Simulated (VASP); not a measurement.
CaSe: single point with HSE06

The system is CaSe.

```
CELL_PARAMETERS angstrom
3.64751 0.00000 0.00000
0.00000 3.64751 0.00000
0.00000 0.00000 3.64751
ATOMIC_POSITIONS crystal
Ca 0.00000 0.00000 0.00000
Se 0.50000 0.50000 0.50000
```

This cell differs from its parent crystal: strain +0.3%.

| Item | Value |
| --- | --- |
| Program | VASP 6.6.1 |
| Task | single point |
| Functional | HSE06 |
| Potentials or basis | VASP PAW PBE potentials, release 64 (Ca_sv, Se) |
| Cutoff | 520 eV |
| k mesh | 6 × 6 × 6 |
| Occupations | gaussian, width 0.01 eV |
| Spin | no spin polarisation |

```
Pressure               : -0.4 GPa
Band gap on the k mesh : 1.57 eV
```

Levels at points of the mesh, in eV from the valence-band top:
| k point | band 5 | band 6 | band 7 | band 8 | band 9 | band 10 | band 11 | band 12 |
| --- | --- | --- | --- | --- | --- | --- | --- | --- |
| (0.00, 0.00, 0.00) | -14.22 | -0.96 | -0.96 | -0.96 | 2.05 | 2.05 | 2.83 | 5.79 |
| (0.50, 0.00, 0.00) | -13.40 | -5.33 | -1.07 | -1.07 | 3.20 | 5.44 | 6.11 | 6.26 |
| (0.50, 0.50, 0.00) | -13.06 | -3.89 | -3.89 | 0.00 | 1.57 | 4.06 | 4.37 | 4.37 |
| (0.50, 0.50, 0.50) | -12.43 | -3.96 | -3.96 | -3.96 | 4.58 | 4.58 | 4.58 | 7.05 |

Wall time 66 min on 1 thread of Intel(R) Xeon(R) Platinum 8488C (Sapphire Rapids), on a shared host, peak memory 0.29 GiB.

Caveat: the cell differs from its parent crystal (strain +0.3%); the structure was generated, so it needn't be the stable form of CaSe; the PAW data sets were made with another functional, which shifts forces and pressure a little. A k mesh can miss the band edges.
